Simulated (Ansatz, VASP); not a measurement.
**One calculation of SnO2, two programs**

Contents of POSCAR:

```
SnO2
1.0
   -0.0934004823      2.4400664881      2.4400664881
    2.4400664881     -0.0934004823      2.4400664881
    2.4400664881      2.4400664881     -0.0934004823
Sn O
1 2
Direct
    0.0000000000      0.0000000000      0.0000000000
    0.2523761651      0.2523761651      0.2523761651
    0.7476238349      0.7476238349      0.7476238349
```

INCAR.step1

```
  PREC = Accurate
  ENCUT = 520
  ISMEAR = 0
  SIGMA = 0.01
  LREAL = F
  LASPH = T
  NELM = 100
  NBANDS = 20
  GGA = PE
  ALGO = Normal
  EDIFF = 1E-4
  LWAVE = T
  LCHARG = F
```

File INCAR.step2:

```
  PREC = Accurate
  ENCUT = 520
  EDIFF = 1E-7
  ISMEAR = 0
  SIGMA = 0.01
  LREAL = F
  LASPH = T
  NELM = 100
  ALGO = Normal
  ISIF = 2
  LWAVE = F
  LCHARG = F
  METAGGA = R2SCAN
  LMIXTAU = T
  NBANDS = 20
  ISTART = 1
```

Contents of KPOINTS:

```
Automatic mesh
0
Gamma
  8 8 8
```

Input for Ansatz:

```yaml
crystal:
  lattice:
    - [-0.0934004823, 2.4400664881, 2.4400664881]
    - [2.4400664881, -0.0934004823, 2.4400664881]
    - [2.4400664881, 2.4400664881, -0.0934004823]
  atoms:
    - { symbol: Sn, position: [0.0, 0.0, 0.0] }
    - { symbol: O, position: [0.2523761651, 0.2523761651, 0.2523761651] }
    - { symbol: O, position: [0.7476238349, 0.7476238349, 0.7476238349] }
kpoints:
  mp_grid: { grid: [8, 8, 8] }
  band_path:
    path:
      - [0.0, 0.0, 0.0]
      - [0.5, 0.0, 0.5]
      - [0.625, 0.25, 0.625]
      - [0.375, 0.375, 0.75]
      - [0.5, 0.5, 0.5]
      - [0.5, 0.25, 0.75]
    npoints: 1
hamiltonian:
  xc: r2scan
scf:
  occupations: { method: fixed }
  n_extra_bands: 4
output:
  forces: true
  stress: true
  eigenvalues: true
```

Change from the starting cell: shear_111 strain -5.5%.

Alike in both runs: task single point; functional r2SCAN; k mesh 8 × 8 × 8; no spin polarisation.

```csv
,VASP,Ansatz
version,VASP 6.6.1,Ansatz 0.2.0
potentials or method,"VASP PAW PBE potentials, release 64 (Sn_d, O)","plane waves, PAW"
plane-wave cutoff (eV),520,500
occupations,"gaussian, width 0.01 eV",fixed
valence electrons in the cell,26,26
```

```csv
,VASP,Ansatz,Ansatz less VASP
gap on the k mesh at the Fermi level (eV),1.52,1.50,-0.024
pressure (GPa),16.9,15.3,-1.70
"traceless stress, the component that is largest in VASP (GPa)",1.61,1.49,-0.128
rms of the force components (eV/Å),0.013,0.000,-0.0129
```

VASP's potentials were made for PBE, not for r2SCAN. Atom by atom the forces differ by 0.013 eV/Å (rms over components).
